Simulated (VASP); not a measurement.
The system is CdS (Hawleyite).

```
CELL_PARAMETERS angstrom
0.00000 2.97370 2.97370
2.97370 0.00000 2.97370
2.97370 2.97370 0.00000
ATOMIC_POSITIONS crystal
Cd 0.00000 0.00000 0.00000
S 0.25000 0.25000 0.25000
```

This cell differs from its parent crystal: volume scaled by 1.06, then relaxed in part.

Base run:

- Program: VASP 6.6.1
- Functional: PBE
- Potentials or basis: VASP PAW PBE potentials, release 64 (Cd_sv_GW, S)
- Cutoff: 540 eV
- k mesh: 13 × 13 × 13
- Occupations: fermi-dirac, width 0.02 eV
- Spin: no spin polarisation

Its results: band gap on the k mesh 1.02 eV, direct; pressure -1.5 GPa.

Q: The run is repeated on the same cell with these changes: potentials or basis from VASP PAW PBE potentials, release 64 (Cd_sv_GW, S) to VASP PAW PBE potentials, release 64 (Cd, S); cutoff from 540 eV to 520 eV; further incar settings from ALGO = Normal; EDIFF = 1e-06; NBANDS = 20 to ALGO = Normal; EDIFF = 1e-07; NBANDS = 16; valence electrons from 26 to 18. What comes out?

A: Band gap on the k mesh 1.02 eV, direct; pressure -0.3 GPa.

A k mesh can miss the band edges.
